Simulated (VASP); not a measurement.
# B7P8 (a cell with a defect) in VASP: relaxation of the atoms with PBEsol

Aim: the relaxation of the atoms of B7P8 (a cell with a defect) with PBEsol.

Program: VASP 6.6.1. These are calculated values, not measurements. Logs are shortened: lines on timing, memory, paths and dates and some standing lists are left out, and cuts for length are marked.

**1. The cell of the first run**

The cell holds a defect, 15 atoms: a = 6.392 Å, b = 6.392 Å, c = 6.392 Å, α = 60.00°, β = 60.00°, γ = 60.00°.

**2. Relaxation of the atoms, PBEsol**

Input file INCAR:

```
  PREC = Accurate
  ENCUT = 520
  EDIFF = 1E-6
  ISMEAR = 0
  SIGMA = 0.05
  LREAL = Auto
  LASPH = True
  NELM = 80
  ALGO = Normal
  ISIF = 2
  LWAVE = False
  LCHARG = False
  GGA = PS
  IBRION = 2
  NSW = 70
  EDIFFG = -0.02
  NELECT = 64.0
```

Input file KPOINTS:

```
Automatic mesh
0
Gamma
  4 4 4
```

Input file POSCAR:

```
B7P8
1.0
    0.0000000000      4.5201727734     -4.5201727734
    4.5201727734      4.5201727734      0.0000000000
    4.5201727734      0.0000000000     -4.5201727734
B P
7 8
Direct
    0.0000000000      0.5000000000      0.5000000000
    0.5000000000      0.0000000000      0.5000000000
    0.5000000000      0.5000000000      0.5000000000
    0.0000000000      0.0000000000      1.0000000000
    0.0000000000      0.5000000000      1.0000000000
    0.5000000000      0.0000000000      1.0000000000
    0.5000000000      0.5000000000      1.0000000000
    0.1250000000      0.1250000000      0.1250000000
    0.1250000000      0.6250000000      0.1250000000
    0.6250000000      0.1250000000      0.1250000000
    0.6250000000      0.6250000000      0.1250000000
    0.1250000000      0.1250000000      0.6250000000
    0.1250000000      0.6250000000      0.6250000000
    0.6250000000      0.1250000000      0.6250000000
    0.6250000000      0.6250000000      0.6250000000
```

Potentials or basis: VASP PAW PBE potentials, release 64 (B, P).

Started as:

```bash
$ cat potpaw_PBE.64/B/POTCAR potpaw_PBE.64/P/POTCAR > POTCAR
$ mpirun -np 1 vasp_std > vasp.out
```

OUTCAR:

```text
PREC = Accurate
   ENCUT = 520
   EDIFF = 1E-6
   ISMEAR = 0
   LREAL = Auto
   LASPH = True
   NELM = 80
   ISIF = 2
   GGA = PS
   IBRION = 2
   NSW = 70
   EDIFFG = -0.02
   NELECT = 64.0

 ion  position               nearest neighbor table
   1  0.000  0.500  0.500-  13 1.96  12 1.96   9 1.96  15 1.96
   2  0.500  0.000  0.500-  14 1.96  12 1.96  10 1.96  15 1.96
   3  0.500  0.500  0.500-  15 1.96  13 1.96  14 1.96  11 1.96
   4  0.000  0.000  0.000-   8 1.96   9 1.96  10 1.96  12 1.96
   5  0.000  0.500  0.000-   9 1.96   8 1.96  11 1.96  13 1.96
   6  0.500  0.000  0.000-  10 1.96   8 1.96  11 1.96  14 1.96
   7  0.500  0.500  0.000-  11 1.96  10 1.96   9 1.96  15 1.96
   8  0.125  0.125  0.125-   4 1.96   5 1.96   6 1.96
   9  0.125  0.625  0.125-   5 1.96   4 1.96   1 1.96   7 1.96
  10  0.625  0.125  0.125-   6 1.96   4 1.96   2 1.96   7 1.96
  11  0.625  0.625  0.125-   7 1.96   5 1.96   6 1.96   3 1.96
  12  0.125  0.125  0.625-   1 1.96   2 1.96   4 1.96
  13  0.125  0.625  0.625-   1 1.96   3 1.96   5 1.96
  14  0.625  0.125  0.625-   2 1.96   3 1.96   6 1.96
  15  0.625  0.625  0.625-   3 1.96   2 1.96   1 1.96   7 1.96

  LATTYP: Found a face centered cubic cell.
 ALAT       =     9.0403455468

  Lattice vectors:

 A1 = (   0.0000000000,   4.5201727734,  -4.5201727734)
 A2 = (   4.5201727734,   4.5201727734,   0.0000000000)
 A3 = (   4.5201727734,   0.0000000000,  -4.5201727734)

Analysis of symmetry for initial positions (statically):
=====================================================================
 Subroutine PRICEL returns:
 Original cell was already a primitive cell.

 Routine SETGRP: Setting up the symmetry group for a
 face centered cubic supercell.

 Subroutine GETGRP returns: Found 24 space group operations
 (whereof  4 operations were pure point group operations)
 out of a pool of 48 trial point group operations.

The static configuration has the point symmetry C_2v.
 The point group associated with its full space group is T_d .

Analysis of symmetry for dynamics (positions and initial velocities):
=====================================================================
 Subroutine PRICEL returns:
 Original cell was already a primitive cell.

 Routine SETGRP: Setting up the symmetry group for a
 face centered cubic supercell.

 Subroutine GETGRP returns: Found 24 space group operations
 (whereof  4 operations were pure point group operations)
 out of a pool of 48 trial point group operations.

The dynamic configuration has the point symmetry C_2v.
 The point group associated with its full space group is T_d .

 Subroutine INISYM returns: Found 24 space group operations
 (whereof  4 operations are pure point group operations),
 and found     1 'primitive' translations

[... 95 lines left out ...]
   ISTART =      0    job   : 0-new  1-cont  2-samecut
   ICHARG =      2    charge: 1-file 2-atom 10-const
   ISPIN  =      1    spin polarized calculation?
   LNONCOLLINEAR =      F non collinear calculations
   LSORBIT =      F    spin-orbit coupling
   LASPH  =      T    aspherical Exc in radial PAW
   ENCUT  =  520.0 eV  38.22 Ry    6.18 a.u.  11.89 11.89 11.89*2*pi/ulx,y,z
   NELM   =     80;   NELMIN=  2; NELMDL= -5     # of ELM steps
   EDIFF  = 0.1E-05   stopping-criterion for ELM
   LREAL  =      T    real-space projection
   EDIFFG = -.2E-01   stopping-criterion for IOM
   NSW    =     70    number of steps for IOM
   IBRION =      2    ionic relax: 0-MD 1-quasi-New 2-CG
   NFREE  =      1    steps in history (QN), initial steepest desc. (CG)
   ISIF   =      2    stress and relaxation
   ISYM   =      2    0-nonsym 1-usesym 2-fastsym
   POTIM  = 0.5000    time-step for ionic-motion
   TEBEG  =    0.0;   TEEND  =   0.0 temperature during run
   PSTRESS=    0.0 pullay stress
   NELECT =      64.0000    total number of electrons
   NUPDOWN=      -1.0000    fix difference up-down
   EMIN   =  10.00;   EMAX   =-10.00  energy-range for DOS
   EFERMI =   0.00;   METHOD = LEGACY
   ISMEAR =     0;   SIGMA  =   0.05  broadening in eV -4-tet -1-fermi 0-gaus
   EFERMI_NEDOS =   21; number of points for ismear=-14 and -15
   IALGO  =     38    algorithm
   IMIX   =      4    mixing-type and parameters
     AMIX     =   0.40;   BMIX     =  1.00
     AMIX_MAG =   1.60;   BMIX_MAG =  1.00
  volume/ion in A,a.u.               =      12.31        83.10
  Fermi-wavevector in a.u.,A,eV,Ry     =   1.149837  2.172878 17.988619  1.322126
  Thomas-Fermi vector in A             =   2.286505
   LORBIT       =      0    0 simple, 1 ext, 2 COOP (PROOUT), +10 PAW based schemes
   GGA     = PS    functional components
   LHFCALC =     F    Hartree Fock is set to
   AEXX    =    0.0000 exact exchange contribution
   IVDW    =     0    specifies the selected vdW correction
   LEPSILON=     F    determine dielectric tensor
   LRPA    =     F    only Hartree local field effects (RPA)
 conjugate gradient relaxation of ions
 non-spin polarized calculation
 Gauss-broadening in eV      SIGMA  =   0.05
  energy-cutoff  :      520.00
  volume of cell :      184.71
 maximum number of plane-waves:      4992
   NGX = 23   NGY = 23   NGZ = 23

--------------------------------------- Ionic step        1  -------------------------------------------

 number of electron      64.0000005 magnetization

 Free energy of the ion-electron system (eV)
  ---------------------------------------------------
  ext. energy  EPLUGINS =         0.00000000
  ---------------------------------------------------
  free energy    TOTEN  =       -74.86894398 eV

  energy without entropy =      -74.86246819  energy(sigma->0) =      -74.86570608

------------------------ aborting loop because EDIFF is reached ----------------------------------------

  FORCE on cell =-STRESS in cart. coord.  units (eV):
  Direction    XX          YY          ZZ          XY          YZ          ZX
  --------------------------------------------------------------------------------------
  -------------------------------------------------------------------------------------
  Total       33.4552838     33.4552838     33.4552838     -0.0000000      0.0000000     -0.0000000
  in kB      290.1885012    290.1885012    290.1885012     -0.0000000      0.0000000     -0.0000000
  external PRESSURE =     290.1885012 kB  Pullay stress =       0.0000000 kB
[... 281 lines left out ...]
--------------------------------------- Ionic step        7  -------------------------------------------

 number of electron      64.0000002 magnetization

 Free energy of the ion-electron system (eV)
  ---------------------------------------------------
  ext. energy  EPLUGINS =         0.00000000
  ---------------------------------------------------
  free energy    TOTEN  =       -75.46780993 eV

  energy without entropy =      -75.46120127  energy(sigma->0) =      -75.46450560

 E-fermi :   8.3801     XC(G=0): -11.1403

 val. band max:        8.3631051195   @ k =   0.2500   0.0000   0.0000
 cond. band min:       8.4489053107   @ k =   0.0000   0.0000   0.0000
 fundamental gap:      0.0858001911
 Fermi energy:         8.3801459176

 k-point     1 :       0.0000    0.0000    0.0000
  band No.  band energies     occupation
      1      -8.3864      2.00000
      2      -5.0896      2.00000
      3      -5.0896      2.00000
      4      -5.0896      2.00000
      5      -4.3687      2.00000
      6      -3.1175      2.00000
[... 375 lines left out ...]
  FREE ENERGIE OF THE ION-ELECTRON SYSTEM (eV)
  ---------------------------------------------------
  free  energy   TOTEN  =       -75.4678099308 eV

  energy  without entropy=      -75.4612012666  energy(sigma->0) =      -75.46450560

 reached required accuracy - stopping structural energy minimisation
```

OSZICAR:

```text
N       E                     dE             d eps       ncg     rms          rms(c)
DAV:   1     0.237244558888E+03    0.23724E+03   -0.28685E+04   640   0.143E+03
DAV:   2    -0.628681731463E+02   -0.30011E+03   -0.28801E+03   816   0.230E+02
DAV:   3    -0.804063359528E+02   -0.17538E+02   -0.17106E+02   816   0.538E+01
DAV:   4    -0.807898009470E+02   -0.38346E+00   -0.37668E+00   808   0.797E+00
[... 50 lines left out ...]
       N       E                     dE             d eps       ncg     rms          rms(c)
DAV:   1    -0.754677795963E+02   -0.19603E-04   -0.53460E-03   672   0.302E-01    0.355E-02
DAV:   2    -0.754678123614E+02   -0.32765E-04   -0.43215E-04   784   0.914E-02    0.126E-02
DAV:   3    -0.754678100879E+02    0.22736E-05   -0.11911E-05   744   0.174E-02    0.777E-03
DAV:   4    -0.754678099308E+02    0.15709E-06   -0.23044E-06   592   0.631E-03
   7 F= -.75467810E+02 E0= -.75464506E+02  d E =-.504108E-04
```

CONTCAR:

```text
B7P8
   1.00000000000000
     0.0000000000000000    4.5201727733999997   -4.5201727733999997
     4.5201727733999997    4.5201727733999997    0.0000000000000000
     4.5201727733999997    0.0000000000000000   -4.5201727733999997
  B               P
     7     8
Direct
     0.0058045427372574    0.4941954572627427    0.5058045427372575
[... 19 lines left out ...]
  0.00000000E+00  0.00000000E+00  0.00000000E+00
  0.00000000E+00  0.00000000E+00  0.00000000E+00
  0.00000000E+00  0.00000000E+00  0.00000000E+00
  0.00000000E+00  0.00000000E+00  0.00000000E+00
  0.00000000E+00  0.00000000E+00  0.00000000E+00
  0.00000000E+00  0.00000000E+00  0.00000000E+00
  0.00000000E+00  0.00000000E+00  0.00000000E+00
  0.00000000E+00  0.00000000E+00  0.00000000E+00
  0.00000000E+00  0.00000000E+00  0.00000000E+00
  0.00000000E+00  0.00000000E+00  0.00000000E+00
  0.00000000E+00  0.00000000E+00  0.00000000E+00
```

Run time: 11 min. Hardware: 1 thread of Oxide Virtual Turin-like, shared host; peak memory 0.3 GiB.

Results:

- Free energy: -75.4678 eV
- Energy gained by relaxing: 39.9 meV/atom
- Ionic steps: 7
- Largest force after relaxing: 0.012 eV/Å

Forces on the atoms (eV/Å):
```
B    0.000  0.000 -0.001
B    0.001  0.000  0.000
B    0.000 -0.001  0.000
B    0.000  0.001  0.000
B   -0.001  0.000  0.000
B    0.000  0.000  0.001
B    0.000  0.000  0.000
P    0.000  0.000  0.000
P   -0.007  0.007 -0.007
P    0.007  0.007  0.007
P   -0.007 -0.007  0.007
P    0.000  0.000  0.000
P    0.000  0.000  0.000
P    0.000  0.000  0.000
P    0.007 -0.007 -0.007
```

The path:
```csv
step,energy change (eV),largest force (eV/Å),pressure (GPa)
1,0.0000,1.6509,29.02
2,-0.5243,0.7027,27.94
3,-0.5898,0.2034,27.22
4,-0.5899,0.1802,27.26
5,-0.5987,0.0240,26.96
6,-0.5988,0.0286,26.93
7,-0.5989,0.0124,26.91
```

Final structure:
```xyz
15
Lattice="0.0000 4.5202 -4.5202 4.5202 4.5202 0.0000 4.5202 0.0000 -4.5202" Properties=species:S:1:pos:R:3 pbc="T T T"
B     4.5202    2.2601   -2.3126
B     2.3126    2.2601   -4.5202
B     4.5202    4.4677   -4.5202
B     4.5202    0.0525   -4.5202
B     6.7278    2.2601   -4.5202
B     4.5202    2.2601   -6.7278
B     2.2601    4.5202   -2.2601
P     1.2038    1.0563   -1.2038
P     3.3992    3.3810   -1.1210
P     1.1210    3.3810   -3.3992
P     3.3992    5.6593   -3.3992
P     3.3164    1.0563   -3.3164
P     5.7239    3.4638   -3.3164
P     3.3164    3.4638   -5.7239
P     5.6411    5.6593   -5.6411
```

Levels at points of the mesh, in eV from the Fermi level:
| k point | band 28 | band 29 | band 30 | band 31 | band 32 | band 33 | band 34 | band 35 | band 36 | band 37 |
| --- | --- | --- | --- | --- | --- | --- | --- | --- | --- | --- |
| (0.00, 0.00, 0.00) | -2.06 | -2.06 | -0.21 | -0.21 | 0.07 | 0.07 | 0.07 | 0.22 | 0.78 | 0.78 |
| (0.50, 0.00, 0.00) | -3.32 | -2.35 | -2.35 | -0.31 | -0.31 | 0.86 | 0.86 | 0.91 | 1.36 | 1.36 |
| (0.50, 0.50, 0.00) | -3.36 | -3.19 | -2.87 | -0.96 | -0.96 | 0.44 | 0.55 | 2.56 | 2.56 | 2.58 |

Caveat: the cell carries a net charge on a neutralising background, which shifts energy and pressure; the cell is charged against a uniform background, so pressure and absolute levels hang on convention; the PAW data sets were made with another functional, which shifts forces and pressure a little.
